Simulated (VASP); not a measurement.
The system is Si3NiMo.

```
Si Ni Mo
1.0
     4.47827    0.00000    0.00000
     0.00000    4.47827    0.00000
     0.00000    0.00000    4.47827
Si Ni Mo
3 1 1
Direct
  0.00000 0.50000 0.50000
  0.50000 0.00000 0.50000
  0.50000 0.50000 0.00000
  0.50000 0.50000 0.50000
  0.00000 0.00000 0.00000
```

The cell was built from a structure type or drawn by symmetry, and may not be a known phase.

| Quantity | Value |
| --- | --- |
| Program | VASP 6.6.1 |
| Task | relaxation of cell and atoms |
| Functional | PBE |
| Potentials or basis | VASP PAW PBE potentials, release 64 (Si, Ni, Mo_sv) |
| Cutoff | 600 eV |
| k mesh | 4 × 4 × 4 |
| Occupations | gaussian, width 0.1 eV |
| Spin | collinear spin, ferromagnetic start |
| Starting moments | [0.0, 0.0, 0.0, 2.0, 0.0] μB |

At the start: pressure -10.9 GPa; volume 17.96 Å³/atom.

Where does the relaxation end?

Over 5 steps the energy falls by 137.3 meV/atom and the volume is 16.38 Å³/atom (-8.8 %); space group Pm-3m (No. 221, to 0.1 Å) before and after; moment 2.78 μB per cell.

The path:
| step | energy change (eV) | largest force (eV/Å) | pressure (GPa) | volume (Å³) |
| --- | --- | --- | --- | --- |
| 1 | 0.0000 | 0.0000 | -10.91 | 89.81 |
| 2 | -0.4957 | 0.0000 | 9.89 | 74.83 |
| 3 | -0.6357 | 0.0000 | 4.26 | 78.09 |
| 4 | -0.6833 | 0.0000 | 1.06 | 80.96 |
| 5 | -0.6867 | 0.0000 | 0.09 | 81.89 |

Final structure:
```yaml
crystal:
  lattice:
    - [4.34247, 0.00000, 0.00000]
    - [0.00000, 4.34247, 0.00000]
    - [0.00000, 0.00000, 4.34247]
  atoms:
    - { symbol: Si, position: [0.00000, 0.50000, 0.50000] }
    - { symbol: Si, position: [0.50000, 0.00000, 0.50000] }
    - { symbol: Si, position: [0.50000, 0.50000, 0.00000] }
    - { symbol: Ni, position: [0.50000, 0.50000, 0.50000] }
    - { symbol: Mo, position: [0.00000, 0.00000, 0.00000] }
```
